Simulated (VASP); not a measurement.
The system is Mg2Si3N.

```
Mg Si N
1.0
     2.45487   -4.41801    0.00000
     2.45487    4.41801    0.00000
     0.00000    0.00000    4.05178
Mg Si N
2 3 1
Direct
  0.50000 0.00000 0.50000
  0.00000 0.50000 0.50000
  0.67796 0.32204 0.00000
  0.32204 0.67796 0.00000
  0.50000 0.50000 0.50000
  0.00000 0.00000 0.00000
```

```yaml
Program: VASP 6.6.1
Task: relaxation of cell and atoms
Functional: PBE
Potentials_or_basis: VASP PAW PBE potentials, release 64 (Mg, Si, N)
Cutoff: 600 eV
k_mesh: 4 × 4 × 4
Occupations: gaussian, width 0.1 eV
Spin: no spin polarisation
```

At the start: pressure 18.0 GPa; volume 14.65 Å³/atom.

Task: Where does the relaxation end?

Result: Over 33 steps the energy falls by 1057.6 meV/atom and the volume is 17.72 Å³/atom (+21.0 %); space group Cmmm (No. 65, to 0.05 Å).

Step by step:
```tsv
step	energy change (eV)	largest force (eV/Å)	pressure (GPa)	volume (Å³)
1	0.0000	0.7733	17.96	87.89
2	-1.1108	0.1255	-2.15	110.28
3	-1.1198	0.0638	-0.96	107.80
4	-1.3089	0.1692	-0.96	107.51
5	-1.9941	0.7905	-0.73	105.69
6	-3.4009	3.7783	4.74	98.19
7	15.6838	22.7133	139.56	70.49
8	-3.4644	4.3541	6.27	96.81
9	-3.4698	6.1784	13.30	92.09
10	-3.4873	6.2482	13.34	92.13
11	-3.5319	6.4858	13.48	92.26
12	-3.5865	7.0635	13.93	92.46
13	-3.5842	8.0393	15.17	92.66
14	-3.7438	7.7666	14.45	93.16
15	-4.1579	6.8534	12.56	94.63
16	-4.6213	4.4714	10.67	97.46
17	-4.6522	3.2596	10.52	98.53
18	-4.8924	3.0591	8.89	99.39
19	-5.4542	2.6740	4.55	101.95
20	-5.9775	2.3627	-2.00	106.89
21	-6.0216	2.3077	-3.39	108.31
22	-6.0275	2.2866	-3.83	108.81
23	-6.1603	1.7243	-2.61	107.70
24	-6.2925	0.0016	1.07	105.14
25	-6.2927	0.0848	0.89	105.25
26	-6.3081	0.0828	0.64	105.50
27	-6.3356	0.0822	0.01	106.24
28	-6.3316	0.1601	-0.85	107.63
29	-6.3430	0.0731	-0.44	106.91
30	-6.3430	0.0710	-0.41	106.86
31	-6.3447	0.0324	-0.03	106.47
32	-6.3448	0.0673	0.11	106.34
33	-6.3454	0.0135	0.02	106.33
```

Final structure:
```
Mg Si N
1.0
     4.04870   -3.29174    0.00000
     4.04870    3.29174    0.00000
     0.00000    0.00000    3.98902
Mg Si N
2 3 1
Direct
  0.50000 0.00000 0.50000
  0.00000 0.50000 0.50000
  0.73950 0.26050 0.00000
  0.26050 0.73950 0.00000
  0.50000 0.50000 0.50000
  0.00000 0.00000 0.00000
```

Caveat: the k points lie up to 0.39 Å⁻¹ apart in the final cell; the volume moved by over 15 % at a fixed basis, so the end points are rough.
